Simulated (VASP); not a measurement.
# In (I4/mmm) in VASP: further runs

The runs below take In through single point, with PBE.

Everything below comes from runs of VASP 6.6.1. Logs are shortened: lines on timing, memory, paths and dates and some standing lists are left out, and cuts for length are marked.

### 1 The cell of the first run

It takes space group I4/mmm (No. 139, tetragonal). The conventional cell has a = 3.916 Å, b = 3.916 Å, c = 3.464 Å, α = 90.00°, β = 90.00°, γ = 90.00°. Within 4.3 Å of In (site symmetry 4/mmm) lie 14 In at 3.27 to 3.92 Å.

### 2 Single point, PBE (strain +0.040 along x and y, -0.080 along z)

Contents of INCAR:

```
SYSTEM = In
PREC = Accurate
ENCUT = 520
EDIFF = 1E-6
ISMEAR = 0
SIGMA = 0.15
LREAL = .False.
LASPH = .True.
NELM = 80
ALGO = Fast
ISIF = 2
LWAVE = .False.
LCHARG = .True.
GGA = PE
LELF = .True.
LVHAR = .True.
NBANDS = 12
```

Contents of KPOINTS:

```
regular mesh
0
Gamma
  18 18 18
  0 0 0
```

Contents of POSCAR:

```
In
1.0
   -1.9578262496      1.9578262496      1.7319232208
    1.9578262496     -1.9578262496      1.7319232208
    1.9578262496      1.9578262496     -1.7319232208
In
1
Direct
    0.0000000000      0.0000000000      0.0000000000
```

Potentials or basis: VASP PAW PBE potentials, release 64 (In_d).

Started as:

```bash
$ cat potpaw_PBE.64/In_d/POTCAR > POTCAR
$ mpirun -np 1 vasp_std > vasp.out
```

OUTCAR:

```text
SYSTEM = In
   PREC = Accurate
   ENCUT = 520
   EDIFF = 1E-6
   ISMEAR = 0
   LREAL = .False.
   LASPH = .True.
   NELM = 80
   ISIF = 2
   GGA = PE

 ion  position               nearest neighbor table
   1  0.000  0.000  0.000-

  LATTYP: Found a body centered tetragonal cell.
 ALAT       =     3.9156524992
 C/A-ratio  =     0.8846153846

  Lattice vectors:

 A1 = (  -1.9578262496,   1.9578262496,   1.7319232208)
 A2 = (   1.9578262496,  -1.9578262496,   1.7319232208)
 A3 = (   1.9578262496,   1.9578262496,  -1.7319232208)

Analysis of symmetry for initial positions (statically):
=====================================================================
 Subroutine PRICEL returns:
 Original cell was already a primitive cell.

 Routine SETGRP: Setting up the symmetry group for a
 body centered tetragonal supercell.

 Subroutine GETGRP returns: Found 16 space group operations
 (whereof 16 operations were pure point group operations)
 out of a pool of 16 trial point group operations.

The static configuration has the point symmetry D_4h.

Analysis of symmetry for dynamics (positions and initial velocities):
=====================================================================
 Subroutine PRICEL returns:
 Original cell was already a primitive cell.

 Routine SETGRP: Setting up the symmetry group for a
 body centered tetragonal supercell.

 Subroutine GETGRP returns: Found 16 space group operations
 (whereof 16 operations were pure point group operations)
 out of a pool of 16 trial point group operations.

The dynamic configuration has the point symmetry D_4h.

 Subroutine INISYM returns: Found 16 space group operations
 (whereof 16 operations are pure point group operations),
 and found     1 'primitive' translations

----------------------------------------------------------------------------------------

                                     Primitive cell

  volume of cell :      26.5544

  direct lattice vectors                    reciprocal lattice vectors
    -1.957826250  1.957826250  1.731923221     0.000000000  0.255385277  0.288696401
     1.957826250 -1.957826250  1.731923221     0.255385277  0.000000000  0.288696401
     1.957826250  1.957826250 -1.731923221     0.255385277  0.255385277  0.000000000

  length of vectors
     3.265842202  3.265842202  3.265842202     0.385444226  0.385444226  0.361169323

  position of ions in fractional coordinates (direct lattice)
     0.000000000  0.000000000  0.000000000

  ion indices of the primitive-cell ions
   primitive index   ion index
                 1           1

----------------------------------------------------------------------------------------

 KPOINTS: regular mesh

Automatic generation of k-mesh.
 Grid dimensions read from file:
 generate k-points for:   18   18   18

 Generating k-lattice:

  Cartesian coordinates                     Fractional coordinates (reciprocal lattice)
     0.000000000  0.014188071  0.016038689     0.055555556  0.000000000  0.000000000
     0.014188071  0.000000000  0.016038689     0.000000000  0.055555556  0.000000000
     0.014188071  0.014188071  0.000000000     0.000000000  0.000000000  0.055555556

  Length of vectors
     0.021413568  0.021413568  0.020064962

  Shift w.r.t. Gamma in fractional coordinates (k-lattice)
     0.000000000  0.000000000  0.000000000

 Subroutine IBZKPT returns following result:
 ===========================================

 Found    480 irreducible k-points:

 Following reciprocal coordinates:
            Coordinates               Weight
  0.000000  0.000000  0.000000      1.000000
  0.055556  0.000000  0.000000      8.000000
  0.111111  0.000000  0.000000      8.000000
  0.166667 -0.000000  0.000000      8.000000
  0.222222  0.000000 -0.000000      8.000000
  0.277778 -0.000000  0.000000      8.000000
[... 16 lines left out ...]
 -0.277778  0.055556 -0.000000     16.000000
 -0.222222  0.055556  0.000000     16.000000
 [... further k-points ...]
   k-points           NKPTS =    480   k-points in BZ     NKDIM =    480   number of bands    NBANDS=     12
   number of dos      NEDOS =    301   number of ions     NIONS =      1
   total plane-waves  NPLWV =  13824
   dimension x,y,z NGX =    24 NGY =   24 NGZ =   24
   dimension x,y,z NGXF=    48 NGYF=   48 NGZF=   48
   ions per type =               1
   NGX,Y,Z   is equivalent  to a cutoff of  12.22, 12.22, 12.22 a.u.
   NGXF,Y,Z  is equivalent  to a cutoff of  24.43, 24.43, 24.43 a.u.
 SYSTEM =  In
   PREC   = accura    normal or accurate (medium, high low for compatibility)
   ISTART =      0    job   : 0-new  1-cont  2-samecut
   ICHARG =      2    charge: 1-file 2-atom 10-const
   ISPIN  =      1    spin polarized calculation?
   LNONCOLLINEAR =      F non collinear calculations
   LSORBIT =      F    spin-orbit coupling
   LASPH  =      T    aspherical Exc in radial PAW
   ENCUT  =  520.0 eV  38.22 Ry    6.18 a.u.   6.07  6.07  6.07*2*pi/ulx,y,z
   NELM   =     80;   NELMIN=  2; NELMDL= -5     # of ELM steps
   EDIFF  = 0.1E-05   stopping-criterion for ELM
   LREAL  =      F    real-space projection
   EDIFFG = 0.1E-04   stopping-criterion for IOM
   NSW    =      0    number of steps for IOM
   IBRION =     -1    ionic relax: 0-MD 1-quasi-New 2-CG
   NFREE  =      0    steps in history (QN), initial steepest desc. (CG)
   ISIF   =      2    stress and relaxation
   ISYM   =      2    0-nonsym 1-usesym 2-fastsym
   POTIM  = 0.5000    time-step for ionic-motion
   TEBEG  =    0.0;   TEEND  =   0.0 temperature during run
   PSTRESS=    0.0 pullay stress
   NELECT =      13.0000    total number of electrons
   NUPDOWN=      -1.0000    fix difference up-down
   EMIN   =  10.00;   EMAX   =-10.00  energy-range for DOS
   EFERMI =   0.00;   METHOD = LEGACY
   ISMEAR =     0;   SIGMA  =   0.15  broadening in eV -4-tet -1-fermi 0-gaus
   EFERMI_NEDOS =   21; number of points for ismear=-14 and -15
   IALGO  =     68    algorithm
   IMIX   =      4    mixing-type and parameters
     AMIX     =   0.40;   BMIX     =  1.00
     AMIX_MAG =   1.60;   BMIX_MAG =  1.00
  volume/ion in A,a.u.               =      26.55       179.20
  Fermi-wavevector in a.u.,A,eV,Ry     =   1.290259  2.438236 22.650556  1.664769
  Thomas-Fermi vector in A             =   2.422102
   LORBIT       =      0    0 simple, 1 ext, 2 COOP (PROOUT), +10 PAW based schemes
   GGA     = PE    functional components
   LHFCALC =     F    Hartree Fock is set to
   AEXX    =    0.0000 exact exchange contribution
   IVDW    =     0    specifies the selected vdW correction
   LEPSILON=     F    determine dielectric tensor
   LRPA    =     F    only Hartree local field effects (RPA)
 non-spin polarized calculation
 RMM-DIIS sequential band-by-band and
 Gauss-broadening in eV      SIGMA  =   0.15
  energy-cutoff  :      520.00
  volume of cell :       26.55
 maximum number of plane-waves:       748
   NGX = 13   NGY = 13   NGZ = 13

 number of electron      12.9999994 magnetization

 Free energy of the ion-electron system (eV)
  ---------------------------------------------------
  ext. energy  EPLUGINS =         0.00000000
  ---------------------------------------------------
  free energy    TOTEN  =        -2.54568269 eV

  energy without entropy =       -2.54004623  energy(sigma->0) =       -2.54286446

 E-fermi :   7.3428     XC(G=0): -10.1827

 val. band max:        7.3348443781   @ k =  -0.3333   0.3889   0.1111
 cond. band min:       7.3446914890   @ k =   0.2778   0.1667   0.0556
 fundamental gap:      0.0098471108
 Fermi energy:         7.3428275563

 k-point     1 :       0.0000    0.0000    0.0000
  band No.  band energies     occupation
      1      -7.3742      2.00000
      2      -7.2671      2.00000
      3      -7.2671      2.00000
      4      -7.1250      2.00000
      5      -7.0150      2.00000
      6      -2.0885      2.00000
      7      17.3867      0.00000
      8      17.3867      0.00000
      9      19.2360      0.00000
     10      20.5480      0.00000
     11      20.5481      0.00000
     12      20.6580      0.00000

 k-point     2 :       0.0556    0.0000    0.0000
  band No.  band energies     occupation
      1      -7.3687      2.00000
      2      -7.2656      2.00000
      3      -7.2640      2.00000
      4      -7.1221      2.00000
      5      -7.0185      2.00000
      6      -2.0144      2.00000
      7      17.0733      0.00000
      8      17.1300      0.00000
      9      18.5831      0.00000
     10      20.0422      0.00000
     11      20.1599      0.00000
     12      21.0532      0.00000

 k-point     3 :       0.1111    0.0000    0.0000
  band No.  band energies     occupation
      1      -7.3600      2.00000
      2      -7.2632      2.00000
      3      -7.2479      2.00000
      4      -7.1131      2.00000
      5      -7.0283      2.00000
      6      -1.7911      2.00000
      7      16.2872      0.00000
      8      16.3794      0.00000
      9      17.1451      0.00000
     10      19.3812      0.00000
     11      19.4420      0.00000
     12      21.0677      0.00000

 k-point     4 :       0.1667   -0.0000    0.0000
  band No.  band energies     occupation
      1      -7.3624      2.00000
      2      -7.2644      2.00000
      3      -7.2068      2.00000
      4      -7.0974      2.00000
      5      -7.0415      2.00000
      6      -1.4161      2.00000
      7      14.5358      0.00000
      8      15.5837      0.00000
      9      16.2545      0.00000
     10      18.7167      0.00000
     11      18.7343      0.00000
     12      21.2275      0.00000

 k-point     5 :       0.2222    0.0000   -0.0000
  band No.  band energies     occupation
      1      -7.3766      2.00000
      2      -7.2738      2.00000
      3      -7.1440      2.00000
      4      -7.0755      2.00000
      5      -7.0545      2.00000
      6      -0.8867      2.00000
      7      12.5693      0.00000
      8      14.8076      0.00000
      9      15.5979      0.00000
     10      18.1215      0.00000
     11      18.1268      0.00000
     12      21.5459      0.00000
[... 228 lines left out ...]
      1      -7.4175      2.00000
      2      -7.3223      2.00000
      3      -7.0724      2.00000
      4      -7.0261      2.00000
      5      -6.9690      2.00000
      6       1.1065      2.00000
      7       8.1154      0.00000
      8      12.6585      0.00000
      9      14.1960      0.00000
     10      17.1225      0.00000
     11      18.2145      0.00000
     12      23.4176      0.00000

 k-point    22 :      -0.3333    0.0556    0.0000
  band No.  band energies     occupation
      1      -7.3991      2.00000
      2      -7.2990      2.00000
      3      -7.0670      2.00000
      4      -7.0562      2.00000
      5      -7.0294      2.00000
      6       0.1993      2.00000
      7       9.8748      0.00000
      8      13.0663      0.00000
      9      14.6677      0.00000
     10      17.3812      0.00000
     11      18.6397      0.00000
     12      22.9632      0.00000

 k-point    23 :      -0.2778    0.0556   -0.0000
  band No.  band energies     occupation
      1      -7.3798      2.00000
      2      -7.2787      2.00000
      3      -7.1071      2.00000
      4      -7.0771      2.00000
      5      -7.0571      2.00000
      6      -0.5539      2.00000
      7      11.7266      0.00000
      8      13.6195      0.00000
      9      15.2668      0.00000
     10      17.7501      0.00000
     11      19.1585      0.00000
     12      22.3600      0.00000

 k-point    24 :      -0.2222    0.0556    0.0000
  band No.  band energies     occupation
      1      -7.3636      2.00000
      2      -7.2673      2.00000
      3      -7.1684      2.00000
      4      -7.1039      2.00000
      5      -7.0455      2.00000
      6      -1.1516      2.00000
      7      13.5485      0.00000
      8      14.3970      0.00000
      9      15.9644      0.00000
     10      18.2362      0.00000
     11      19.7331      0.00000
     12      21.7983      0.00000

 [... further k-points ...]

------------------------ aborting loop because EDIFF is reached ----------------------------------------

  FORCE on cell =-STRESS in cart. coord.  units (eV):
  Direction    XX          YY          ZZ          XY          YZ          ZX
  --------------------------------------------------------------------------------------
  -------------------------------------------------------------------------------------
  Total        0.2618671      0.2618671      0.2775725      0.0000000     -0.0000000      0.0000000
  in kB       15.7999070     15.7999070     16.7475057      0.0000000     -0.0000000      0.0000000
  external PRESSURE =      16.1157732 kB  Pullay stress =       0.0000000 kB

 VOLUME and BASIS-vectors are now :
 -----------------------------------------------------------------------------
  energy-cutoff  :      520.00
  volume of cell :       26.55
      direct lattice vectors                 reciprocal lattice vectors
    -1.957826250  1.957826250  1.731923221     0.000000000  0.255385277  0.288696401
     1.957826250 -1.957826250  1.731923221     0.255385277  0.000000000  0.288696401
     1.957826250  1.957826250 -1.731923221     0.255385277  0.255385277  0.000000000

 POSITION                                       TOTAL-FORCE (eV/Angst)
 -----------------------------------------------------------------------------------
      0.00000      0.00000      0.00000        -0.000000      0.000000      0.000000
 -----------------------------------------------------------------------------------
    total drift:                               -0.000000      0.000000      0.000000

  FREE ENERGIE OF THE ION-ELECTRON SYSTEM (eV)
  ---------------------------------------------------
  free  energy   TOTEN  =        -2.5456826943 eV

  energy  without entropy=       -2.5400462339  energy(sigma->0) =       -2.54286446
```

It took 36 s on 1 thread of Intel Xeon 6975P-C (Granite Rapids), shared host; peak memory 0.25 GiB.

Results:

* Free energy: -2.5457 eV
* Pressure: 1.6 GPa

Caveat: the cell differs from its parent crystal (strain +0.040 along x and y, -0.080 along z); spin-orbit coupling is left out, which moves the levels of the heavy elements.

(Continued in part 2 of 2.)
